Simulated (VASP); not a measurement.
# Mg (I4/mmm) in VASP: notebook

The runs below take Mg through single point, with PBE.

Program: VASP 6.6.1. These are calculated values, not measurements. Logs are shortened: lines on timing, memory, paths and dates and some standing lists are left out, and cuts for length are marked.

### Step 1. The cell of the first run

Symmetry: I4/mmm, No. 139, tetragonal system. The conventional cell has a = 3.830 Å, b = 3.830 Å, c = 2.966 Å, α = 90.00°, β = 90.00°, γ = 90.00°. Within 3.9 Å of Mg (site symmetry 4/mmm) lie 14 Mg at 2.97 to 3.83 Å.

### Step 2. Single point, PBE (volume 21.751 Å^3 an atom, c/a of the conventional cell 0.7743)

INCAR reads:

```
PREC     = Accurate       # precision mode
ENCUT    = 520            # plane-wave cutoff, eV
EDIFF    = 1E-6           # SCF threshold, eV
ISMEAR   = 0              # smearing method
SIGMA    = 0.15           # smearing width, eV
LREAL    = False          # projectors in reciprocal space
LASPH    = True           # aspherical terms in the spheres
NELM     = 80             # most SCF steps
ALGO     = Normal         # electronic algorithm
ISIF     = 2              # what is computed and relaxed
LWAVE    = False          # write WAVECAR
LCHARG   = False          # write CHGCAR
GGA      = PE             # functional
NBANDS   = 7              # bands
```

KPOINTS reads:

```
Automatic mesh
0
Gamma
  20 20 20
```

POSCAR reads:

```
Mg
1.0
   -1.9150053544      1.9150053544      1.4827886459
    1.9150053544     -1.9150053544      1.4827886459
    1.9150053544      1.9150053544     -1.4827886459
Mg
1
Direct
    0.0000000000      0.0000000000      0.0000000000
```

Potentials or basis: VASP PAW PBE potentials, release 64 (Mg).

Launch:

```sh
> cat potpaw_PBE.64/Mg/POTCAR > POTCAR
> mpirun -np 1 vasp_std > vasp.out
```

OUTCAR:

```text
PREC = Accurate
   ENCUT = 520
   EDIFF = 1E-6
   ISMEAR = 0
   LREAL = False
   LASPH = True
   NELM = 80
   ISIF = 2
   GGA = PE

 ion  position               nearest neighbor table
   1  0.000  0.000  0.000-

  LATTYP: Found a body centered tetragonal cell.
 ALAT       =     3.8300107088
 C/A-ratio  =     0.7743000000

  Lattice vectors:

 A1 = (  -1.9150053544,   1.9150053544,   1.4827886459)
 A2 = (   1.9150053544,  -1.9150053544,   1.4827886459)
 A3 = (   1.9150053544,   1.9150053544,  -1.4827886459)

Analysis of symmetry for initial positions (statically):
=====================================================================
 Subroutine PRICEL returns:
 Original cell was already a primitive cell.

 Routine SETGRP: Setting up the symmetry group for a
 body centered tetragonal supercell.

 Subroutine GETGRP returns: Found 16 space group operations
 (whereof 16 operations were pure point group operations)
 out of a pool of 16 trial point group operations.

The static configuration has the point symmetry D_4h.

Analysis of symmetry for dynamics (positions and initial velocities):
=====================================================================
 Subroutine PRICEL returns:
 Original cell was already a primitive cell.

 Routine SETGRP: Setting up the symmetry group for a
 body centered tetragonal supercell.

 Subroutine GETGRP returns: Found 16 space group operations
 (whereof 16 operations were pure point group operations)
 out of a pool of 16 trial point group operations.

The dynamic configuration has the point symmetry D_4h.

 Subroutine INISYM returns: Found 16 space group operations
 (whereof 16 operations are pure point group operations),
 and found     1 'primitive' translations

----------------------------------------------------------------------------------------

                                     Primitive cell

  volume of cell :      21.7510

  direct lattice vectors                    reciprocal lattice vectors
    -1.915005354  1.915005354  1.482788646     0.000000000  0.261095876  0.337202474
     1.915005354 -1.915005354  1.482788646     0.261095876  0.000000000  0.337202474
     1.915005354  1.915005354 -1.482788646     0.261095876  0.261095876  0.000000000

  length of vectors
     3.087580474  3.087580474  3.087580474     0.426469887  0.426469887  0.369245329

  position of ions in fractional coordinates (direct lattice)
     0.000000000  0.000000000  0.000000000

  ion indices of the primitive-cell ions
   primitive index   ion index
                 1           1

----------------------------------------------------------------------------------------

 KPOINTS: Automatic mesh

Automatic generation of k-mesh.
 Grid dimensions read from file:
 generate k-points for:   20   20   20

 Generating k-lattice:

  Cartesian coordinates                     Fractional coordinates (reciprocal lattice)
     0.000000000  0.013054794  0.016860124     0.050000000  0.000000000  0.000000000
     0.013054794  0.000000000  0.016860124     0.000000000  0.050000000  0.000000000
     0.013054794  0.013054794  0.000000000     0.000000000  0.000000000  0.050000000

  Length of vectors
     0.021323494  0.021323494  0.018462266

  Shift w.r.t. Gamma in fractional coordinates (k-lattice)
     0.000000000  0.000000000  0.000000000

 Subroutine IBZKPT returns following result:
 ===========================================

 Found    641 irreducible k-points:

 Following reciprocal coordinates:
            Coordinates               Weight
  0.000000  0.000000  0.000000      1.000000
  0.050000  0.000000  0.000000      8.000000
  0.100000  0.000000  0.000000      8.000000
  0.150000 -0.000000  0.000000      8.000000
  0.200000  0.000000  0.000000      8.000000
  0.250000  0.000000  0.000000      8.000000
[... 16 lines left out ...]
 -0.400000  0.050000  0.000000     16.000000
 -0.350000  0.050000  0.000000     16.000000
 [... further k-points ...]
   k-points           NKPTS =    641   k-points in BZ     NKDIM =    641   number of bands    NBANDS=      7
   number of dos      NEDOS =    301   number of ions     NIONS =      1
   total plane-waves  NPLWV =  13824
   dimension x,y,z NGX =    24 NGY =   24 NGZ =   24
   dimension x,y,z NGXF=    48 NGYF=   48 NGZF=   48
   ions per type =               1
   NGX,Y,Z   is equivalent  to a cutoff of  12.92, 12.92, 12.92 a.u.
   NGXF,Y,Z  is equivalent  to a cutoff of  25.84, 25.84, 25.84 a.u.
 SYSTEM =  unknown system
   PREC   = accura    normal or accurate (medium, high low for compatibility)
   ISTART =      0    job   : 0-new  1-cont  2-samecut
   ICHARG =      2    charge: 1-file 2-atom 10-const
   ISPIN  =      1    spin polarized calculation?
   LNONCOLLINEAR =      F non collinear calculations
   LSORBIT =      F    spin-orbit coupling
   LASPH  =      T    aspherical Exc in radial PAW
   ENCUT  =  520.0 eV  38.22 Ry    6.18 a.u.   5.74  5.74  5.74*2*pi/ulx,y,z
   NELM   =     80;   NELMIN=  2; NELMDL= -5     # of ELM steps
   EDIFF  = 0.1E-05   stopping-criterion for ELM
   LREAL  =      F    real-space projection
   EDIFFG = 0.1E-04   stopping-criterion for IOM
   NSW    =      0    number of steps for IOM
   IBRION =     -1    ionic relax: 0-MD 1-quasi-New 2-CG
   NFREE  =      0    steps in history (QN), initial steepest desc. (CG)
   ISIF   =      2    stress and relaxation
   ISYM   =      2    0-nonsym 1-usesym 2-fastsym
   POTIM  = 0.5000    time-step for ionic-motion
   TEBEG  =    0.0;   TEEND  =   0.0 temperature during run
   PSTRESS=    0.0 pullay stress
   NELECT =       2.0000    total number of electrons
   NUPDOWN=      -1.0000    fix difference up-down
   EMIN   =  10.00;   EMAX   =-10.00  energy-range for DOS
   EFERMI =   0.00;   METHOD = LEGACY
   ISMEAR =     0;   SIGMA  =   0.15  broadening in eV -4-tet -1-fermi 0-gaus
   EFERMI_NEDOS =   21; number of points for ismear=-14 and -15
   IALGO  =     38    algorithm
   IMIX   =      4    mixing-type and parameters
     AMIX     =   0.40;   BMIX     =  1.00
     AMIX_MAG =   1.60;   BMIX_MAG =  1.00
  volume/ion in A,a.u.               =      21.75       146.78
  Fermi-wavevector in a.u.,A,eV,Ry     =   0.738910  1.396338  7.428625  0.545989
  Thomas-Fermi vector in A             =   1.832946
   LORBIT       =      0    0 simple, 1 ext, 2 COOP (PROOUT), +10 PAW based schemes
   GGA     = PE    functional components
   LHFCALC =     F    Hartree Fock is set to
   AEXX    =    0.0000 exact exchange contribution
   IVDW    =     0    specifies the selected vdW correction
   LEPSILON=     F    determine dielectric tensor
   LRPA    =     F    only Hartree local field effects (RPA)
 non-spin polarized calculation
 Gauss-broadening in eV      SIGMA  =   0.15
  energy-cutoff  :      520.00
  volume of cell :       21.75
 maximum number of plane-waves:       604
   NGX = 11   NGY = 11   NGZ = 11

 number of electron       2.0000000 magnetization

 Free energy of the ion-electron system (eV)
  ---------------------------------------------------
  ext. energy  EPLUGINS =         0.00000000
  ---------------------------------------------------
  free energy    TOTEN  =        -1.43028303 eV

  energy without entropy =       -1.42627730  energy(sigma->0) =       -1.42828017

 E-fermi :   2.8760     XC(G=0):  -8.6525

 val. band max:        2.8730619725   @ k =   0.3000   0.2000   0.1500
 cond. band min:       2.8761878515   @ k =   0.2500   0.2500   0.1500
 fundamental gap:      0.0031258790
 Fermi energy:         2.8759590569

 k-point     1 :       0.0000    0.0000    0.0000
  band No.  band energies     occupation
      1      -4.2492      2.00000
      2      13.1591      0.00000
      3      15.3891      0.00000
      4      15.3891      0.00000
      5      15.6048      0.00000
      6      19.0817      0.00000
      7      19.0817      0.00000

 k-point     2 :       0.0500    0.0000    0.0000
  band No.  band energies     occupation
      1      -4.1806      2.00000
      2      12.8891      0.00000
      3      14.6874      0.00000
      4      15.7798      0.00000
      5      16.2884      0.00000
      6      18.2588      0.00000
      7      18.4728      0.00000

 k-point     3 :       0.1000    0.0000    0.0000
  band No.  band energies     occupation
      1      -3.9751      2.00000
      2      12.3640      0.00000
      3      13.8954      0.00000
      4      16.3432      0.00000
      5      16.6636      0.00000
      6      17.2768      0.00000
      7      17.3609      0.00000

 k-point     4 :       0.1500   -0.0000    0.0000
  band No.  band energies     occupation
      1      -3.6336      2.00000
      2      11.8386      0.00000
      3      13.0030      0.00000
      4      14.8165      0.00000
      5      16.2164      0.00000
      6      17.5223      0.00000
      7      17.7986      0.00000

 k-point     5 :       0.2000    0.0000    0.0000
  band No.  band energies     occupation
      1      -3.1577      2.00000
      2      11.3876      0.00000
      3      11.7269      0.00000
      4      13.6706      0.00000
      5      15.1642      0.00000
      6      17.1775      0.00000
      7      19.0872      0.00000

 k-point     6 :       0.2500    0.0000    0.0000
  band No.  band energies     occupation
      1      -2.5499      2.00000
      2      10.1054      0.00000
      3      11.0328      0.00000
      4      13.0312      0.00000
      5      14.2235      0.00000
      6      16.5063      0.00000
      7      19.7426      0.00000

 k-point     7 :       0.3000   -0.0000    0.0000
  band No.  band energies     occupation
      1      -1.8130      2.00000
      2       8.4233      0.00000
      3      10.7801      0.00000
      4      12.6435      0.00000
      5      13.4073      0.00000
      6      15.8229      0.00000
      7      19.9870      0.00000
[... 121 lines left out ...]
 k-point    20 :       0.4500    0.0500    0.0000
  band No.  band energies     occupation
      1       1.7805      2.00000
      2       3.1470      0.01060
      3      10.0455      0.00000
      4      11.5958      0.00000
      5      12.5677      0.00000
      6      14.7527      0.00000
      7      20.3391      0.00000

 k-point    21 :       0.5000    0.0500    0.0000
  band No.  band energies     occupation
      1       1.5420      2.00000
      2       3.4105      0.00000
      3       9.8513      0.00000
      4      11.8065      0.00000
      5      12.4435      0.00000
      6      14.9268      0.00000
      7      20.8941      0.00000

 k-point    22 :      -0.4500    0.0500    0.0000
  band No.  band energies     occupation
      1       0.4617      2.00000
      2       4.7391      0.00000
      3       9.7448      0.00000
      4      12.1066      0.00000
      5      12.4618      0.00000
      6      15.2660      0.00000
      7      21.3596      0.00000

 k-point    23 :      -0.4000    0.0500    0.0000
  band No.  band energies     occupation
      1      -0.5569      2.00000
      2       6.2231      0.00000
      3       9.7457      0.00000
      4      12.2937      0.00000
      5      12.8304      0.00000
      6      15.7461      0.00000
      7      21.3738      0.00000

 k-point    24 :      -0.3500    0.0500    0.0000
  band No.  band energies     occupation
      1      -1.4634      2.00000
      2       7.7920      0.00000
      3       9.8737      0.00000
      4      12.4750      0.00000
      5      13.4528      0.00000
      6      16.3438      0.00000
      7      21.1310      0.00000

 [... further k-points ...]
[... 5 lines left out ...]
  --------------------------------------------------------------------------------------
  -------------------------------------------------------------------------------------
  Total        0.1375956      0.1375956      1.0888526      0.0000000     -0.0000000      0.0000000
  in kB       10.1352801     10.1352801     80.2048141      0.0000000     -0.0000000      0.0000000
  external PRESSURE =      33.4917914 kB  Pullay stress =       0.0000000 kB

 VOLUME and BASIS-vectors are now :
 -----------------------------------------------------------------------------
  energy-cutoff  :      520.00
  volume of cell :       21.75
      direct lattice vectors                 reciprocal lattice vectors
    -1.915005354  1.915005354  1.482788646     0.000000000  0.261095876  0.337202474
     1.915005354 -1.915005354  1.482788646     0.261095876  0.000000000  0.337202474
     1.915005354  1.915005354 -1.482788646     0.261095876  0.261095876  0.000000000

 POSITION                                       TOTAL-FORCE (eV/Angst)
 -----------------------------------------------------------------------------------
      0.00000      0.00000      0.00000         0.000000      0.000000      0.000000
 -----------------------------------------------------------------------------------
    total drift:                                0.000000      0.000000     -0.000000

  FREE ENERGIE OF THE ION-ELECTRON SYSTEM (eV)
  ---------------------------------------------------
  free  energy   TOTEN  =        -1.4302830297 eV

  energy  without entropy=       -1.4262773007  energy(sigma->0) =       -1.42828017
```

It took 16 s on 1 thread of Intel Xeon 6975P-C (Granite Rapids), shared host; peak memory 0.22 GiB.

Results:

| Item | Value |
| --- | --- |
| Free energy | -1.4303 eV |
| Pressure | 3.3 GPa |
| Band gap on the k mesh | zero (band 1 reaches 5.45 eV, above the bottom of band 2 at 0.85 eV) |

Stress tensor (GPa, compression positive):
```
1.01 0.00 0.00
0.00 1.01 0.00
0.00 0.00 8.02
```

Levels at points of the mesh, in eV from the Fermi level:
| k point | band 1 | band 2 | band 3 | band 4 | band 5 | band 6 |
| --- | --- | --- | --- | --- | --- | --- |
| (0.00, 0.00, 0.00) | -7.13 | 10.28 | 12.51 | 12.51 | 12.73 | 16.21 |
| (0.50, 0.00, 0.00) | -0.94 | 0.02 | 7.71 | 8.82 | 9.30 | 11.48 |
| (0.50, 0.50, 0.00) | -2.19 | -2.03 | 12.86 | 12.96 | 13.71 | 14.77 |
| (0.50, 0.50, 0.50) | 2.21 | 2.21 | 2.95 | 3.48 | 9.05 | 10.64 |

### Step 3. Single point, PBE (volume 21.751 Å^3 an atom, c/a of the conventional cell 0.9288)

INCAR reads:

```
PREC = Accurate
ENCUT = 520
EDIFF = 1E-6
ISMEAR = 0
SIGMA = 0.15
LREAL = F
LASPH = T
NELM = 100
ALGO = Normal
ISIF = 2
LWAVE = F
LCHARG = T
GGA = PE
LELF = T
LVHAR = T
NBANDS = 7
```

KPOINTS reads:

```
regular mesh
0
Gamma
  20 20 20
```

POSCAR reads:

```
Mg
1.0
   -1.8023208301      1.8023208301      1.6739983785
    1.8023208301     -1.8023208301      1.6739983785
    1.8023208301      1.8023208301     -1.6739983785
Mg
1
Direct
    0.0000000000      0.0000000000      0.0000000000
```

Potentials or basis: VASP PAW PBE potentials, release 64 (Mg).

Launch:

```sh
> cat potpaw_PBE.64/Mg/POTCAR > POTCAR
> mpirun -np 1 vasp_std > vasp.out
```

It took 17 s on 1 thread of Intel Xeon 6975P-C (Granite Rapids), shared host; peak memory 0.22 GiB.

Results (log left out):

| Property | Result |
| --- | --- |
| Free energy | -1.4740 eV |
| Pressure | 2.0 GPa |
| Band gap on the k mesh | zero (band 1 reaches 6.38 eV, above the bottom of band 2 at 1.69 eV) |

Stress tensor (GPa, compression positive):
```
1.93 0.00 0.00
0.00 1.93 0.00
0.00 0.00 2.20
```

Levels at points of the mesh, in eV from the Fermi level:
```
           k point  band 1  band 2  band 3  band 4
(0.00, 0.00, 0.00)   -7.21   12.38   13.95   13.95
(0.50, 0.00, 0.00)   -1.47   -0.73    8.38    9.34
(0.50, 0.50, 0.00)   -1.81   -1.28    9.75   10.66
(0.50, 0.50, 0.50)    3.41    3.41    3.63    4.19
```
